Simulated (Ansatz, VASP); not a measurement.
**One calculation of Zr, two programs**

The input INCAR:

```
  PREC = Accurate
  ENCUT = 520
  EDIFF = 1E-6
  ISMEAR = 0
  SIGMA = 0.15
  LREAL = False
  LASPH = True
  NELM = 60
  ALGO = Fast
  ISIF = 2
  LWAVE = False
  LCHARG = True
  GGA = PS
  LELF = True
  LVHAR = True
  NBANDS = 19
```

File KPOINTS:

```
regular mesh
0
Gamma
  18 18 10
```

POSCAR

```
Zr
1.0
    3.1835182492      0.0000000000      0.0000000000
   -1.5917591246      2.7570076772      0.0000000000
    0.0000000000      0.0000000000      5.3014100000
Zr
2
Direct
    0.3333333333      0.6666666667      0.2500000000
    0.6666666667      0.3333333333      0.7500000000
```

Input for Ansatz:

```yaml
crystal:
  lattice:
    - [3.1835182492, 0.0, 0.0]
    - [-1.5917591246, 2.7570076772, 0.0]
    - [0.0, 0.0, 5.30141]
  atoms:
    - { symbol: Zr, position: [0.3333333333, 0.6666666667, 0.25] }
    - { symbol: Zr, position: [0.6666666667, 0.3333333333, 0.75] }
basis:
  ecutwfc: 420
kpoints:
  mp_grid: { grid: [18, 18, 10] }
hamiltonian:
  xc: pbesol
scf:
  occupations: { method: gaussian, width: 0.15 }
output:
  forces: true
  stress: true
  eigenvalues: true
```

Change from the starting cell: strain -0.015 along x and y, +0.030 along z, atoms carried along.

Alike in both runs: task single point; functional PBEsol; k mesh 18 × 18 × 10; occupations gaussian, width 0.15 eV; no spin polarisation.

|  | VASP | Ansatz |
| --- | --- | --- |
| version | VASP 6.6.1 | Ansatz 0.2.0 |
| potentials or method | VASP PAW PBE potentials, release 64 (Zr_sv), cutoff 520 eV | scalar-relativistic, plane waves, PAW |
| valence electrons in the cell | 24 | 24 |

VASP gave:

| Quantity | Value |
| --- | --- |
| gap on the k mesh at the Fermi level (eV) | none |
| pressure (GPa) | -3.4 |
| traceless stress, the component that is largest in VASP (GPa) | -2.05 |

What did Ansatz give for the same quantities?

gap on the k mesh at the Fermi level (eV): none; pressure (GPa): -3.4; traceless stress, the component that is largest in VASP (GPa): -2.04.

VASP's potentials were made for PBE, not for PBEsol. A gap of «none» marks a metal or a gap that the smearing closes.
